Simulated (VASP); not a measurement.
**Bi: single point with BLYP**

The system is Bi.

```
Bi
1.0
     3.60814    0.00000    0.00000
    -1.80407    3.12474    0.00000
     0.00000    0.00000   12.20568
Bi
4
Cartesian
  3.6081 0.0000 12.2057
  3.6081 0.0000 6.1028
  0.0000 2.0832 3.0514
  1.8041 1.0416 9.1543
```

This isn't the form of Bi at room conditions, which is rhombohedral.

```json
{
  "Program": "VASP 6.6.1",
  "Task": "single point",
  "Functional": "BLYP",
  "Potentials or basis": "VASP PAW PBE potentials, release 64 (Bi_d)",
  "Cutoff": "500 eV",
  "k mesh": "13 × 13 × 4",
  "Occupations": "fermi-dirac, width 0.1 eV",
  "Spin": "no spin polarisation",
  "Dipole correction": "no",
  "Further INCAR settings": "ALGO = Normal; EDIFF = 1e-06; NBANDS = 38"
}
```

```json
{
  "Pressure": "0.1 GPa",
  "Band gap on the k mesh": "zero (bands 30 and 31 overlap by 5.36 eV)"
}
```

Stress tensor (GPa, compression positive):
```
0.00 0.00 0.00
0.00 0.00 0.00
0.00 0.00 0.22
```

Levels at points of the mesh, in eV from the Fermi level:
```tsv
k point	band 28	band 29	band 30	band 31	band 32	band 33
(0.00, 0.00, 0.00)	3.14	3.14	3.69	3.69	3.69	3.69
(0.00, 0.00, 0.50)	1.69	3.29	3.29	3.29	3.29	4.14
```

Run time: 7.3 min on 1 thread of Intel Xeon 8259CL, with other jobs on the host, peak memory 0.38 GiB.

Caveat: the PAW data sets were made with another functional, which shifts forces and pressure a little; spin-orbit coupling is left out, which moves the levels of the heavy elements.
